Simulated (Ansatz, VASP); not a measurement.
**Rb: VASP beside Ansatz**

```
Rb
1.0
    -2.80250    2.80250    2.80250
     2.80250   -2.80250    2.80250
     2.80250    2.80250   -2.80250
Rb
1
Direct
  0.00000 0.00000 0.00000
```

Alike in both runs: task single point; functional r2SCAN; k mesh 2 × 2 × 2; occupations fermi-dirac, width 0.05 eV; no spin polarisation.

|  | VASP | Ansatz |
| --- | --- | --- |
| version | VASP 6.6.1 | Ansatz 0.2.0 |
| potentials or method | VASP PAW PBE potentials, release 64 (Rb_sv), cutoff 550 eV | plane waves, PAW |
| valence electrons in the cell | 9 | 9 |

```csv
,VASP,Ansatz,Ansatz less VASP
pressure (GPa),-0.1,-0.1,0.00
```

VASP's potentials were made for PBE, not for r2SCAN.

The k mesh is coarse, so the values compare programs but aren't converged.
